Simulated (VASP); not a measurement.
# In2O (P-3m1) in VASP: a series of runs

The runs below take In2O through single point, with LDA.

Program: VASP 6.6.1. These are calculated values, not measurements. Logs are shortened: lines on timing, memory, paths and dates and some standing lists are left out, and cuts for length are marked.

### Step 1. The cell of the first run

The structure is trigonal, space group P-3m1 (No. 164). Conventional cell: a = 3.308 Å, b = 3.308 Å, c = 12.330 Å, α = 90.00°, β = 90.00°, γ = 120.00°. Within 2.8 Å of In (site symmetry 3m) lie 3 O at 2.15 Å. In (site symmetry 3m) has 1 O at 2.32 Å within 3.1 Å. O (site symmetry 3m) has 4 In at 2.15 to 2.32 Å within 2.8 Å.

### Step 2. Single point, LDA

INCAR

```
  ALGO = Normal
  EDIFF = 1E-6
  ENCUT = 520
  GGA = CA
  ISIF = 2
  ISMEAR = -1
  LASPH = True
  LCHARG = True
  LELF = True
  LREAL = False
  LVHAR = True
  LWAVE = False
  NBANDS = 41
  NELM = 100
  PREC = Accurate
  SIGMA = 0.15
```

KPOINTS

```
k-points
0
Gamma
  12 12 4
```

POSCAR

```
In2O
1.0
    3.3082231579      0.0000000000      0.0000000000
   -1.6541115789      2.8650052961      0.0000000000
    0.0000000000      0.0000000000     12.3299693089
In O
4 2
Direct
    0.0000000000      0.0000000000      0.3829938122
    0.0000000000      0.0000000000      0.6170061878
    0.6666666667      0.3333333333      0.1141025484
    0.3333333333      0.6666666667      0.8858974516
    0.6666666667      0.3333333333      0.3024534068
    0.3333333333      0.6666666667      0.6975465932
```

Potentials or basis: VASP PAW LDA potentials, release 64 (In_d, O).

On the command line:

```console
> cat potpaw_LDA.64/In_d/POTCAR potpaw_LDA.64/O/POTCAR > POTCAR
> mpirun -np 1 vasp_std > vasp.out
```

OUTCAR:

```text
EDIFF = 1E-6
   ENCUT = 520
   GGA = CA
   ISIF = 2
   ISMEAR = -1
   LASPH = True
   LREAL = False
   NELM = 100
   PREC = Accurate

 ion  position               nearest neighbor table
   1  0.000  0.000  0.383-   5 2.15   5 2.15   5 2.15   2 2.89   3 3.83   3 3.83   3 3.83
   2  0.000  0.000  0.617-   6 2.15   6 2.15   6 2.15   1 2.89   4 3.83   4 3.83   4 3.83
   3  0.667  0.333  0.114-   5 2.32   4 3.40   4 3.40   4 3.40   1 3.83   1 3.83   1 3.83
   4  0.333  0.667  0.886-   6 2.32   3 3.40   3 3.40   3 3.40   2 3.83   2 3.83   2 3.83
   5  0.667  0.333  0.302-   1 2.15   1 2.15   1 2.15   3 2.32
   6  0.333  0.667  0.698-   2 2.15   2 2.15   2 2.15   4 2.32

  LATTYP: Found a hexagonal cell.
 ALAT       =     3.3082231579
 C/A-ratio  =     3.7270669844

  Lattice vectors:

 A1 = (   3.3082231579,   0.0000000000,   0.0000000000)
 A2 = (  -1.6541115789,   2.8650052961,   0.0000000000)
 A3 = (   0.0000000000,   0.0000000000,  12.3299693089)

Analysis of symmetry for initial positions (statically):
=====================================================================
 Subroutine PRICEL returns:
 Original cell was already a primitive cell.

 Routine SETGRP: Setting up the symmetry group for a
 hexagonal supercell.

 Subroutine GETGRP returns: Found 12 space group operations
 (whereof 12 operations were pure point group operations)
 out of a pool of 24 trial point group operations.

The static configuration has the point symmetry D_3d.

Analysis of symmetry for dynamics (positions and initial velocities):
=====================================================================
 Subroutine PRICEL returns:
 Original cell was already a primitive cell.

 Routine SETGRP: Setting up the symmetry group for a
 hexagonal supercell.

 Subroutine GETGRP returns: Found 12 space group operations
 (whereof 12 operations were pure point group operations)
 out of a pool of 24 trial point group operations.

The dynamic configuration has the point symmetry D_3d.

 Subroutine INISYM returns: Found 12 space group operations
 (whereof 12 operations are pure point group operations),
 and found     1 'primitive' translations

----------------------------------------------------------------------------------------

                                     Primitive cell

  volume of cell :     116.8644
[... 97 lines left out ...]
   EDIFF  = 0.1E-05   stopping-criterion for ELM
   LREAL  =      F    real-space projection
   EDIFFG = 0.1E-04   stopping-criterion for IOM
   NSW    =      0    number of steps for IOM
   IBRION =     -1    ionic relax: 0-MD 1-quasi-New 2-CG
   NFREE  =      0    steps in history (QN), initial steepest desc. (CG)
   ISIF   =      2    stress and relaxation
   ISYM   =      2    0-nonsym 1-usesym 2-fastsym
   POTIM  = 0.5000    time-step for ionic-motion
   TEBEG  =    0.0;   TEEND  =   0.0 temperature during run
   PSTRESS=    0.0 pullay stress
   NELECT =      64.0000    total number of electrons
   NUPDOWN=      -1.0000    fix difference up-down
   EMIN   =  10.00;   EMAX   =-10.00  energy-range for DOS
   EFERMI =   0.00;   METHOD = LEGACY
   ISMEAR =    -1;   SIGMA  =   0.15  broadening in eV -4-tet -1-fermi 0-gaus
   EFERMI_NEDOS =   21; number of points for ismear=-14 and -15
   IALGO  =     38    algorithm
   IMIX   =      4    mixing-type and parameters
     AMIX     =   0.40;   BMIX     =  1.00
     AMIX_MAG =   1.60;   BMIX_MAG =  1.00
  volume/ion in A,a.u.               =      19.48       131.44
  Fermi-wavevector in a.u.,A,eV,Ry     =   1.339391  2.531082 24.408424  1.793969
  Thomas-Fermi vector in A             =   2.467787
   LORBIT       =      0    0 simple, 1 ext, 2 COOP (PROOUT), +10 PAW based schemes
   GGA     = CA    functional components
   LHFCALC =     F    Hartree Fock is set to
   AEXX    =    0.0000 exact exchange contribution
   IVDW    =     0    specifies the selected vdW correction
   LEPSILON=     F    determine dielectric tensor
   LRPA    =     F    only Hartree local field effects (RPA)
 non-spin polarized calculation
  energy-cutoff  :      520.00
  volume of cell :      116.86
 maximum number of plane-waves:      3176
 NGX is ok and might be reduce to    28
   NGX = 13   NGY = 13   NGZ = 45

 number of electron      64.0000009 magnetization

 Free energy of the ion-electron system (eV)
  ---------------------------------------------------
  ext. energy  EPLUGINS =         0.00000000
  ---------------------------------------------------
  free energy    TOTEN  =       -29.05962668 eV

  energy without entropy =      -28.94068872  energy(sigma->0) =      -29.00015770

 E-fermi :   7.4028     XC(G=0): -10.7302

 val. band max:        7.3854963231   @ k =   0.2500   0.2500   0.5000
 cond. band min:       7.4095041894   @ k =  -0.0833   0.3333   0.2500
 fundamental gap:      0.0240078663
 Fermi energy:         7.4028373332

 k-point     1 :       0.0000    0.0000    0.0000
  band No.  band energies     occupation
      1     -12.5056      2.00000
      2     -12.4920      2.00000
      3      -8.0567      2.00000
      4      -7.9612      2.00000
      5      -7.9612      2.00000
      6      -7.9508      2.00000
[... 1045 lines left out ...]
     40      14.8753      0.00000
     41      14.8875      0.00000

 [... further k-points ...]

------------------------ aborting loop because EDIFF is reached ----------------------------------------

  FORCE on cell =-STRESS in cart. coord.  units (eV):
  Direction    XX          YY          ZZ          XY          YZ          ZX
  --------------------------------------------------------------------------------------
  -------------------------------------------------------------------------------------
  Total        0.1667082      0.1667082      0.1268138      0.0000000     -0.0000000     -0.0000000
  in kB        2.2855210      2.2855210      1.7385814      0.0000000     -0.0000000     -0.0000000
  external PRESSURE =       2.1032078 kB  Pullay stress =       0.0000000 kB

 VOLUME and BASIS-vectors are now :
 -----------------------------------------------------------------------------
  energy-cutoff  :      520.00
  volume of cell :      116.86
      direct lattice vectors                 reciprocal lattice vectors
     3.308223158  0.000000000  0.000000000     0.302277069  0.174519747  0.000000000
    -1.654111579  2.865005296  0.000000000     0.000000000  0.349039494  0.000000000
     0.000000000  0.000000000 12.329969309     0.000000000  0.000000000  0.081103203

 POSITION                                       TOTAL-FORCE (eV/Angst)
 -----------------------------------------------------------------------------------
      0.00000      0.00000      4.72230         0.000000     -0.000000      0.046030
      0.00000      0.00000      7.60767         0.000000      0.000000     -0.046030
      1.65411      0.95500      1.40688        -0.000000      0.000000     -0.013519
     -0.00000      1.91000     10.92309         0.000000     -0.000000      0.013519
      1.65411      0.95500      3.72924         0.000000      0.000000     -0.040140
     -0.00000      1.91000      8.60073        -0.000000     -0.000000      0.040140
 -----------------------------------------------------------------------------------
    total drift:                                0.000000     -0.000000      0.000000

  FREE ENERGIE OF THE ION-ELECTRON SYSTEM (eV)
  ---------------------------------------------------
  free  energy   TOTEN  =       -29.0596266846 eV

  energy  without entropy=      -28.9406887177  energy(sigma->0) =      -29.00015770
```

OSZICAR:

```text
N       E                     dE             d eps       ncg     rms          rms(c)
DAV:   1     0.742461082818E+03    0.74246E+03   -0.30473E+04  5714   0.220E+03
DAV:   2     0.915588975023E+02   -0.65090E+03   -0.62414E+03  5722   0.543E+02
DAV:   3    -0.250261462126E+02   -0.11659E+03   -0.11230E+03  6865   0.228E+02
DAV:   4    -0.326277815956E+02   -0.76016E+01   -0.75245E+01  7104   0.621E+01
DAV:   5    -0.328558132620E+02   -0.22803E+00   -0.22778E+00  7201   0.101E+01    0.143E+01
DAV:   6    -0.293313315103E+02    0.35245E+01   -0.15349E+01  8689   0.362E+01    0.133E+01
DAV:   7    -0.291377043817E+02    0.19363E+00   -0.25914E+00  7427   0.120E+01    0.391E+00
DAV:   8    -0.290872429242E+02    0.50461E-01   -0.62928E-01  8114   0.474E+00    0.143E+00
DAV:   9    -0.290636628156E+02    0.23580E-01   -0.56192E-02  8922   0.309E+00    0.638E-01
DAV:  10    -0.290598088760E+02    0.38539E-02   -0.12471E-02  8486   0.108E+00    0.242E-01
DAV:  11    -0.290597126319E+02    0.96244E-04   -0.56378E-03  8700   0.471E-01    0.126E-01
DAV:  12    -0.290596328773E+02    0.79755E-04   -0.88919E-04  8729   0.272E-01    0.267E-02
DAV:  13    -0.290596275371E+02    0.53402E-05   -0.96592E-05  8500   0.106E-01    0.126E-02
DAV:  14    -0.290596266105E+02    0.92662E-06   -0.10574E-05  7577   0.308E-02    0.819E-03
DAV:  15    -0.290596266846E+02   -0.74167E-07   -0.12571E-06  4372   0.939E-03
   1 F= -.29059627E+02 E0= -.29000158E+02  d E =-.118938E+00
```

stdout:

```text
POSCAR found type information on POSCAR InO
 POSCAR found :  2 types and       6 ions
 scaLAPACK will be used
 LDA part: xc-table for (Slater(with rela. corr.)+CA(PZ))
 , standard interpolation
 POSCAR, INCAR and KPOINTS ok, starting setup
 FFT: planning ... GRIDC
 FFT: planning ... GRID_SOFT
 FFT: planning ... GRID
 WAVECAR not read
 entering main loop
```

Wall time 4.1 min (1 thread of AMD EPYC 9R45 (Zen 5), shared host); peak memory 0.34 GiB.

What came out:

```yaml
Free_energy: -29.0596 eV
Pressure: 0.2 GPa
Largest_force: 0.046 eV/Å
Band_gap_on_the_k_mesh: zero (band 32 reaches 7.95 eV, above the bottom of band 33 at 6.44 eV)
```

Forces in eV/Å, atoms in the order of the input:
```
In   0.000  0.000  0.046
In   0.000  0.000 -0.046
In   0.000  0.000 -0.014
In   0.000  0.000  0.014
O    0.000  0.000 -0.040
O    0.000  0.000  0.040
```

Caveat: spin-orbit coupling is left out, which moves the levels of the heavy elements.

### Step 3. Single point, LDA (volume scaled by 1.02, then relaxed in part)

INCAR

```
SYSTEM = In2O
PREC = Accurate ; ENCUT = 520
EDIFF = 1E-7 ; ISMEAR = -1
SIGMA = 0.15 ; LREAL = .False.
LASPH = .True. ; NELM = 60
ALGO = Normal ; ISIF = 2
LWAVE = .False. ; LCHARG = .True.
LELF = .True. ; LVHAR = .True.
NBANDS = 41
```

KPOINTS

```
Automatic mesh
0
Gamma
  12 12 4
  0 0 0
```

POSCAR

```
In2O
1.0
    3.3337595727      0.0000000000      0.0000000000
   -1.6668797864      2.8871204801      0.0000000000
    0.0000000000      0.0000000000     12.3846349743
In O
4 2
Direct
    0.0000000000      0.0000000000      0.3829012150
    0.0000000000      0.0000000000      0.6170987850
    0.6666666667      0.3333333333      0.1151409731
    0.3333333333      0.6666666667      0.8848590269
    0.6666666667      0.3333333333      0.3041850057
    0.3333333333      0.6666666667      0.6958149943
```

Potentials or basis: VASP PAW LDA potentials, release 64 (In_d, O).

On the command line:

```console
> cat potpaw_LDA.64/In_d/POTCAR potpaw_LDA.64/O/POTCAR > POTCAR
> mpirun -np 1 vasp_std > vasp.out
```

OUTCAR:

```text
SYSTEM = In2O
   PREC = Accurate
   ENCUT = 520
   EDIFF = 1E-7
   ISMEAR = -1
   LREAL = .False.
   LASPH = .True.
   NELM = 60
   ISIF = 2

 ion  position               nearest neighbor table
   1  0.000  0.000  0.383-   5 2.16   5 2.16   5 2.16   2 2.90   3 3.83   3 3.83   3 3.83
   2  0.000  0.000  0.617-   6 2.16   6 2.16   6 2.16   1 2.90   4 3.83   4 3.83   4 3.83
   3  0.667  0.333  0.115-   5 2.34   4 3.44   4 3.44   4 3.44   1 3.83   1 3.83   1 3.83
   4  0.333  0.667  0.885-   6 2.34   3 3.44   3 3.44   3 3.44   2 3.83   2 3.83   2 3.83
   5  0.667  0.333  0.304-   1 2.16   1 2.16   1 2.16   3 2.34
[... 1264 lines left out ...]
  -------------------------------------------------------------------------------------
  Total       -0.6226738     -0.6226738     -0.6614555      0.0000000      0.0000000      0.0000000
  in kB       -8.3692935     -8.3692935     -8.8905538      0.0000000      0.0000000      0.0000000
  external PRESSURE =      -8.5430469 kB  Pullay stress =       0.0000000 kB

 VOLUME and BASIS-vectors are now :
 -----------------------------------------------------------------------------
  energy-cutoff  :      520.00
  volume of cell :      119.20
      direct lattice vectors                 reciprocal lattice vectors
     3.333759573  0.000000000  0.000000000     0.299961643  0.173182936  0.000000000
    -1.666879786  2.887120480  0.000000000     0.000000000  0.346365871  0.000000000
     0.000000000  0.000000000 12.384634974     0.000000000  0.000000000  0.080745214

 POSITION                                       TOTAL-FORCE (eV/Angst)
 -----------------------------------------------------------------------------------
      0.00000      0.00000      4.74209         0.000000     -0.000000      0.043744
      0.00000      0.00000      7.64254        -0.000000      0.000000     -0.043744
      1.66688      0.96237      1.42598        -0.000000      0.000000     -0.012336
     -0.00000      1.92475     10.95866         0.000000     -0.000000      0.012336
      1.66688      0.96237      3.76722        -0.000000     -0.000000     -0.038690
     -0.00000      1.92475      8.61741        -0.000000      0.000000      0.038690
 -----------------------------------------------------------------------------------
    total drift:                               -0.000000      0.000000      0.000000

  FREE ENERGIE OF THE ION-ELECTRON SYSTEM (eV)
  ---------------------------------------------------
  free  energy   TOTEN  =       -29.0543892536 eV

  energy  without entropy=      -28.9364370643  energy(sigma->0) =      -28.99541316
```

Wall time 4.3 min (1 thread of AMD EPYC 9R45 (Zen 5), shared host); peak memory 0.35 GiB.

What came out:

- Free energy: -29.0544 eV
- Pressure: -0.9 GPa
- Largest force: 0.044 eV/Å
- Band gap on the k mesh: zero (band 32 reaches 7.73 eV, above the bottom of band 33 at 6.18 eV)

Forces on the atoms (eV/Å):
```
In   0.000  0.000  0.044
In   0.000  0.000 -0.044
In   0.000  0.000 -0.012
In   0.000  0.000  0.012
O    0.000  0.000 -0.039
O    0.000  0.000  0.039
```

Levels at points of the mesh, in eV from the Fermi level:
```
           k point  band 30  band 31  band 32  band 33  band 34  band 35
(0.00, 0.00, 0.00)    -3.88    -3.88    -1.43    -0.16     2.32     3.96
(0.50, 0.00, 0.00)    -3.06    -2.82    -1.24    -0.79     0.14     1.65
(0.00, 0.00, 0.50)    -3.88    -2.75    -2.64     0.95     1.21     4.98
(0.50, 0.00, 0.50)    -3.02    -2.57    -1.28    -0.95     0.15     1.88
```

Caveat: spin-orbit coupling is left out, which moves the levels of the heavy elements.
